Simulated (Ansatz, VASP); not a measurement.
One calculation of FeO, two programs

INCAR

```
  PREC = Accurate
  ENCUT = 520
  EDIFF = 1E-7
  ISMEAR = -1
  SIGMA = 0.05
  LREAL = F
  LASPH = T
  NELM = 150
  ALGO = Normal
  ISIF = 2
  LWAVE = F
  LCHARG = F
  ISPIN = 2
  MAGMOM = 3 0
  LORBIT = 11
  LMAXMIX = 4
  NBANDS = 18
```

File KPOINTS:

```
regular mesh
0
Gamma
  11 11 11
```

Contents of POSCAR:

```
FeO
1.0
    1.5288796120      0.8826990556      2.5362637132
   -1.5288796120      0.8826990556      2.5362637132
    0.0000000000     -1.7653981111      2.5362637132
Fe O
1 1
Direct
    0.0000000000      0.0000000000      0.0000000000
    0.5000000000      0.5000000000      0.5000000000
```

input.yaml

```yaml
crystal:
  lattice:
    - [1.528879612, 0.8826990556, 2.5362637132]
    - [-1.528879612, 0.8826990556, 2.5362637132]
    - [0.0, -1.7653981111, 2.5362637132]
  atoms:
    - { symbol: Fe, position: [0.0, 0.0, 0.0], spin: 3.0 }
    - { symbol: O, position: [0.5, 0.5, 0.5] }
kpoints:
  mp_grid: { grid: [11, 11, 11] }
scf:
  occupations: { method: fermi_dirac, width: 0.05 }
hamiltonian:
  xc: lda
  pseudopotentials: { kind: all_electron, lapw: { basis_error: 0.001 } }
magnetization:
  spin_polarized: true
output:
  forces: true
  stress: true
  eigenvalues: true
```

Change from the starting cell: volume scaled by 1.02.

Alike in both runs: task single point; functional LDA; k mesh 11 × 11 × 11; occupations fermi-dirac, width 0.05 eV; collinear spin.

```csv
,VASP,Ansatz
version,VASP 6.6.1,Ansatz 0.2.0
potentials or method,"VASP PAW LDA potentials, release 64 (Fe, O), cutoff 520 eV","all-electron LAPW, scalar-relativistic"
```

VASP gave:

- gap on the k mesh at the Fermi level (eV): none
- pressure (GPa): -19.0
- traceless stress, the component that is largest in VASP (GPa): -0.79
- net moment per atom (μB): 2.00
- size of the moment on the site where the two differ most (μB): 3.58

Estimate Ansatz's values.

gap on the k mesh at the Fermi level (eV): none; pressure (GPa): -19.3; traceless stress, the component that is largest in VASP (GPa): -0.76; net moment per atom (μB): 2.00; size of the moment on the site where the two differ most (μB): 3.60.

LDA's correlation is that of Perdew and Zunger in VASP and of Perdew and Wang (1992) in Ansatz. Site moments also hang on the region over which each program counts them. A gap of «none» marks a metal or a gap that the smearing closes. Ansatz ran all-electron here, and VASP with PAW potentials.
